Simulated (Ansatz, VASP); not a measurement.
## Two plane-wave programs on Si

```xyz
4
Lattice="3.8200 0.0000 0.0000 -1.9100 3.3082 0.0000 0.0000 0.0000 6.3200" Properties=species:S:1:pos:R:3 pbc="T T T"
Si    0.0000    2.2055    0.0003
Si    1.9100    1.1027    3.1603
Si    0.0000    2.2055    2.3634
Si    1.9100    1.1027    5.5234
```

Alike in both runs: task single point; functional HSE06; k mesh 6 × 6 × 4; no spin polarisation.

|  | VASP | Ansatz |
| --- | --- | --- |
| version | VASP 6.6.1 | Ansatz 0.2.0 |
| potentials or method | VASP PAW PBE potentials, release 64 (Si), cutoff 520 eV | scalar-relativistic, plane waves, PAW |
| occupations | gaussian, width 0.01 eV | fixed |
| valence electrons in the cell | 16 | 16 |

```csv
,VASP,Ansatz,Ansatz less VASP
gap on the k mesh at the Fermi level (eV),0.96,0.95,-0.011
least direct gap on the mesh (eV),1.73,1.72,-0.010
```
